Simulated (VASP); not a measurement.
# PbSe (Fmm2) in VASP: single point with PBE

Aim: the single point of PbSe with PBE.

Everything below comes from runs of VASP 6.6.1. Logs are shortened: lines on timing, memory, paths and dates and some standing lists are left out, and cuts for length are marked.

### Step 1. The cell of the first run

It takes space group Fmm2 (No. 42, orthorhombic). Conventional cell: a = 6.236 Å, b = 24.002 Å, c = 6.251 Å, α = 90.00°, β = 90.00°, γ = 90.00°. Pb (site symmetry m) has 5 Se at 2.83 to 3.21 Å within 3.7 Å. Within 3.7 Å of Se (site symmetry m) lie 5 Pb at 2.83 to 3.21 Å.

### Step 2. Single point, PBE

INCAR

```
SYSTEM = PbSe
ALGO = Normal
EDIFF = 1E-7
ENCUT = 520
GGA = PE
ISIF = 2
ISMEAR = 0
LASPH = .TRUE.
LCHARG = .TRUE.
LELF = .TRUE.
LREAL = .FALSE.
LVHAR = .TRUE.
LWAVE = .FALSE.
NBANDS = 28
NELM = 100
PREC = Accurate
SIGMA = 0.05
```

KPOINTS

```
k-points
0
G
  8 8 8
  0 0 0
```

POSCAR

```
PbSe
1.0
    0.0000000000     12.0007994136      3.1254421077
    3.1181511075      0.0000000000      3.1254421077
    3.1181511075     12.0007994136      0.0000000000
Pb Se
2 2
Direct
    0.1907300000      0.8052670000      0.1947330000
    0.8052670000      0.1907300000      0.8092700000
    0.6744230000      0.2955810000      0.7044190000
    0.2955810000      0.6744230000      0.3255770000
```

Potentials or basis: VASP PAW PBE potentials, release 64 (Pb_d, Se).

On the command line:

```console
$ cat potpaw_PBE.64/Pb_d/POTCAR potpaw_PBE.64/Se/POTCAR > POTCAR
$ mpirun -np 1 vasp_std > vasp.out
```

OUTCAR:

```text
SYSTEM = PbSe
   EDIFF = 1E-7
   ENCUT = 520
   GGA = PE
   ISIF = 2
   ISMEAR = 0
   LASPH = .TRUE.
   LREAL = .FALSE.
   NELM = 100
   PREC = Accurate

 ion  position               nearest neighbor table
   1  0.191  0.805  0.195-   4 2.83   3 3.05   3 3.12   3 3.12   3 3.21
   2  0.805  0.191  0.809-   3 2.83   4 3.05   4 3.12   4 3.12   4 3.21
   3  0.674  0.296  0.704-   2 2.83   1 3.05   1 3.12   1 3.12   1 3.21
   4  0.296  0.674  0.326-   1 2.83   2 3.05   2 3.12   2 3.12   2 3.21

  LATTYP: Found a face centered orthorhombic cell.
 ALAT       =     6.2363022150
 B/A-ratio  =     1.0023382447
 C/A-ratio  =     3.8486907786

  Lattice vectors:

 A1 = (   0.0000000000,  12.0007994136,   3.1254421077)
 A2 = (  -3.1181511075,  12.0007994136,   0.0000000000)
 A3 = (  -3.1181511075,   0.0000000000,   3.1254421077)

Analysis of symmetry for initial positions (statically):
=====================================================================
 Subroutine PRICEL returns:
 Original cell was already a primitive cell.

 Routine SETGRP: Setting up the symmetry group for a
 face centered orthorhombic supercell.

 Subroutine GETGRP returns: Found  4 space group operations
 (whereof  4 operations were pure point group operations)
 out of a pool of  8 trial point group operations.

The static configuration has the point symmetry C_2v.

Analysis of symmetry for dynamics (positions and initial velocities):
=====================================================================
 Subroutine PRICEL returns:
 Original cell was already a primitive cell.

 Routine SETGRP: Setting up the symmetry group for a
 face centered orthorhombic supercell.

 Subroutine GETGRP returns: Found  4 space group operations
 (whereof  4 operations were pure point group operations)
 out of a pool of  8 trial point group operations.

The dynamic configuration has the point symmetry C_2v.

 Subroutine INISYM returns: Found  4 space group operations
 (whereof  4 operations are pure point group operations),
 and found     1 'primitive' translations

----------------------------------------------------------------------------------------

                                     Primitive cell

  volume of cell :     233.9100

  direct lattice vectors                    reciprocal lattice vectors
     0.000000000 12.000799414  3.125442108    -0.160351434  0.041663891  0.159977367
     3.118151108  0.000000000  3.125442108     0.160351434 -0.041663891  0.159977367
     3.118151108 12.000799414  0.000000000     0.160351434  0.041663891 -0.159977367

  length of vectors
    12.401111843  4.414890112 12.399276305     0.230306796  0.230306796  0.230306796

  position of ions in fractional coordinates (direct lattice)
     0.190730000  0.805267000  0.194733000
     0.805267000  0.190730000  0.809270000
     0.674423000  0.295581000  0.704419000
     0.295581000  0.674423000  0.325577000

  ion indices of the primitive-cell ions
   primitive index   ion index
                 1           1
                 2           2
                 3           3
                 4           4

----------------------------------------------------------------------------------------

 KPOINTS: k-points

Automatic generation of k-mesh.
 Grid dimensions read from file:
 generate k-points for:    8    8    8

 Generating k-lattice:

  Cartesian coordinates                     Fractional coordinates (reciprocal lattice)
    -0.020043929  0.005207986  0.019997171     0.125000000  0.000000000  0.000000000
     0.020043929 -0.005207986  0.019997171     0.000000000  0.125000000  0.000000000
     0.020043929  0.005207986 -0.019997171    -0.000000000 -0.000000000  0.125000000

  Length of vectors
     0.028788349  0.028788349  0.028788349

  Shift w.r.t. Gamma in fractional coordinates (k-lattice)
     0.000000000  0.000000000  0.000000000

 Subroutine IBZKPT returns following result:
 ===========================================

 Found     95 irreducible k-points:

 Following reciprocal coordinates:
            Coordinates               Weight
  0.000000  0.000000  0.000000      1.000000
  0.125000  0.000000  0.000000      8.000000
  0.250000  0.000000  0.000000      8.000000
  0.375000  0.000000  0.000000      8.000000
  0.500000  0.000000  0.000000      4.000000
  0.125000  0.125000  0.000000      2.000000
[... 16 lines left out ...]
  0.250000  0.000000  0.125000      8.000000
  0.375000  0.000000  0.125000      8.000000
 [... further k-points ...]
   k-points           NKPTS =     95   k-points in BZ     NKDIM =     95   number of bands    NBANDS=     28
   number of dos      NEDOS =    301   number of ions     NIONS =      4
   total plane-waves  NPLWV = 331776
   dimension x,y,z NGX =    96 NGY =   36 NGZ =   96
   dimension x,y,z NGXF=   192 NGYF=   72 NGZF=  192
   ions per type =               2   2
   NGX,Y,Z   is equivalent  to a cutoff of  12.87, 13.56, 12.87 a.u.
   NGXF,Y,Z  is equivalent  to a cutoff of  25.74, 27.11, 25.74 a.u.
 SYSTEM =  PbSe
   PREC   = accura    normal or accurate (medium, high low for compatibility)
   ISTART =      0    job   : 0-new  1-cont  2-samecut
   ICHARG =      2    charge: 1-file 2-atom 10-const
   ISPIN  =      1    spin polarized calculation?
   LNONCOLLINEAR =      F non collinear calculations
   LSORBIT =      F    spin-orbit coupling
   LASPH  =      T    aspherical Exc in radial PAW
   ENCUT  =  520.0 eV  38.22 Ry    6.18 a.u.  23.06  8.21 23.05*2*pi/ulx,y,z
   NELM   =    100;   NELMIN=  2; NELMDL= -5     # of ELM steps
   EDIFF  = 0.1E-06   stopping-criterion for ELM
   LREAL  =      F    real-space projection
   EDIFFG = 0.1E-05   stopping-criterion for IOM
   NSW    =      0    number of steps for IOM
   IBRION =     -1    ionic relax: 0-MD 1-quasi-New 2-CG
   NFREE  =      0    steps in history (QN), initial steepest desc. (CG)
   ISIF   =      2    stress and relaxation
   ISYM   =      2    0-nonsym 1-usesym 2-fastsym
   POTIM  = 0.5000    time-step for ionic-motion
   TEBEG  =    0.0;   TEEND  =   0.0 temperature during run
   PSTRESS=    0.0 pullay stress
   NELECT =      40.0000    total number of electrons
   NUPDOWN=      -1.0000    fix difference up-down
   EMIN   =  10.00;   EMAX   =-10.00  energy-range for DOS
   EFERMI =   0.00;   METHOD = LEGACY
   ISMEAR =     0;   SIGMA  =   0.05  broadening in eV -4-tet -1-fermi 0-gaus
   EFERMI_NEDOS =   21; number of points for ismear=-14 and -15
   IALGO  =     38    algorithm
   IMIX   =      4    mixing-type and parameters
     AMIX     =   0.40;   BMIX     =  1.00
     AMIX_MAG =   1.60;   BMIX_MAG =  1.00
  volume/ion in A,a.u.               =      58.48       394.63
  Fermi-wavevector in a.u.,A,eV,Ry     =   0.908682  1.717160 11.234370  0.825703
  Thomas-Fermi vector in A             =   2.032637
   LORBIT       =      0    0 simple, 1 ext, 2 COOP (PROOUT), +10 PAW based schemes
   GGA     = PE    functional components
   LHFCALC =     F    Hartree Fock is set to
   AEXX    =    0.0000 exact exchange contribution
   IVDW    =     0    specifies the selected vdW correction
   LEPSILON=     F    determine dielectric tensor
   LRPA    =     F    only Hartree local field effects (RPA)
 non-spin polarized calculation
 Gauss-broadening in eV      SIGMA  =   0.05
  energy-cutoff  :      520.00
  volume of cell :      233.91
 maximum number of plane-waves:      6336
 NGX is ok and might be reduce to    96
   NGX = 45   NGY = 17   NGZ = 45

 number of electron      40.0000002 magnetization

 Free energy of the ion-electron system (eV)
  ---------------------------------------------------
  ext. energy  EPLUGINS =         0.00000000
  ---------------------------------------------------
  free energy    TOTEN  =       -16.10255066 eV

  energy without entropy =      -16.10255066  energy(sigma->0) =      -16.10255066

 E-fermi :   0.0630     XC(G=0):  -5.5776

 val. band max:       -0.1572438820   @ k =  -0.3750  -0.0000   0.2500
 cond. band min:       1.3939003147   @ k =  -0.2500  -0.0000   0.2500
 fundamental gap:      1.5511441966
 Fermi energy:         0.0629804925

 k-point     1 :       0.0000    0.0000    0.0000
  band No.  band energies     occupation
      1     -16.6126      2.00000
      2     -16.5275      2.00000
      3     -16.5141      2.00000
      4     -16.5113      2.00000
      5     -16.5088      2.00000
      6     -16.5064      2.00000
[... 20 lines left out ...]
     27       5.3594      0.00000
     28       5.4738      0.00000

 k-point     2 :       0.1250    0.0000    0.0000
  band No.  band energies     occupation
      1     -16.6058      2.00000
      2     -16.5244      2.00000
      3     -16.5153      2.00000
      4     -16.5121      2.00000
      5     -16.5086      2.00000
      6     -16.5080      2.00000
[... 20 lines left out ...]
     27       4.9193      0.00000
     28       5.4525      0.00000

 k-point     3 :       0.2500    0.0000    0.0000
  band No.  band energies     occupation
      1     -16.5881      2.00000
      2     -16.5209      2.00000
      3     -16.5186      2.00000
      4     -16.5172      2.00000
      5     -16.5140      2.00000
      6     -16.5029      2.00000
[... 20 lines left out ...]
     27       4.5420      0.00000
     28       6.2359      0.00000

 k-point     4 :       0.3750    0.0000    0.0000
  band No.  band energies     occupation
      1     -16.5661      2.00000
      2     -16.5308      2.00000
      3     -16.5246      2.00000
      4     -16.5219      2.00000
      5     -16.5105      2.00000
      6     -16.5006      2.00000
[... 578 lines left out ...]
     27       5.3593      0.00000
     28       5.4738      0.00000

 k-point    23 :       0.2500    0.0000    0.1250
  band No.  band energies     occupation
      1     -16.6058      2.00000
      2     -16.5244      2.00000
      3     -16.5153      2.00000
      4     -16.5121      2.00000
      5     -16.5086      2.00000
      6     -16.5080      2.00000
[... 20 lines left out ...]
     27       4.9193      0.00000
     28       5.4524      0.00000

 k-point    24 :       0.3750    0.0000    0.1250
  band No.  band energies     occupation
      1     -16.5881      2.00000
      2     -16.5209      2.00000
      3     -16.5186      2.00000
      4     -16.5172      2.00000
      5     -16.5140      2.00000
      6     -16.5029      2.00000
[... 20 lines left out ...]
     27       4.6426      0.00000
     28       6.0710      0.00000

 [... further k-points ...]

------------------------ aborting loop because EDIFF is reached ----------------------------------------

  FORCE on cell =-STRESS in cart. coord.  units (eV):
  Direction    XX          YY          ZZ          XY          YZ          ZX
  --------------------------------------------------------------------------------------
  -------------------------------------------------------------------------------------
  Total       -0.0393020     -0.0191545     -0.0625668      0.0000000      0.0000000      0.0000000
  in kB       -0.2692012     -0.1311994     -0.4285545      0.0000000      0.0000000      0.0000000
  external PRESSURE =      -0.2763183 kB  Pullay stress =       0.0000000 kB

 VOLUME and BASIS-vectors are now :
 -----------------------------------------------------------------------------
  energy-cutoff  :      520.00
  volume of cell :      233.91
      direct lattice vectors                 reciprocal lattice vectors
     0.000000000 12.000799414  3.125442108    -0.160351434  0.041663891  0.159977367
     3.118151108  0.000000000  3.125442108     0.160351434 -0.041663891  0.159977367
     3.118151108 12.000799414  0.000000000     0.160351434  0.041663891 -0.159977367

 POSITION                                       TOTAL-FORCE (eV/Angst)
 -----------------------------------------------------------------------------------
      3.11815      4.62586      3.11293         0.000000     -0.014078     -0.020768
      3.11815     19.37573      3.11293         0.000000      0.014078     -0.020768
      3.11815     16.54721      3.03169         0.000000      0.009643      0.020768
      3.11815      7.45439      3.03169         0.000000     -0.009643      0.020768
 -----------------------------------------------------------------------------------
    total drift:                               -0.000023     -0.000009      0.000102

  FREE ENERGIE OF THE ION-ELECTRON SYSTEM (eV)
  ---------------------------------------------------
  free  energy   TOTEN  =       -16.1025506634 eV

  energy  without entropy=      -16.1025506634  energy(sigma->0) =      -16.10255066
```

Wall time 51 min (1 thread of AMD EPYC 7R13, shared host); peak memory 1 GiB.

Results:

```
Free energy            : -16.1026 eV
Pressure               : 0.0 GPa
Largest force          : 0.025 eV/Å
Band gap on the k mesh : 1.55 eV (least direct gap 1.60 eV)
```

Forces on the atoms (eV/Å):
```
Pb   0.000 -0.014 -0.021
Pb   0.000  0.014 -0.021
Se   0.000  0.010  0.021
Se   0.000 -0.010  0.021
```

Caveat: spin-orbit coupling is left out, which moves the levels of the heavy elements. A k mesh can miss the band edges.
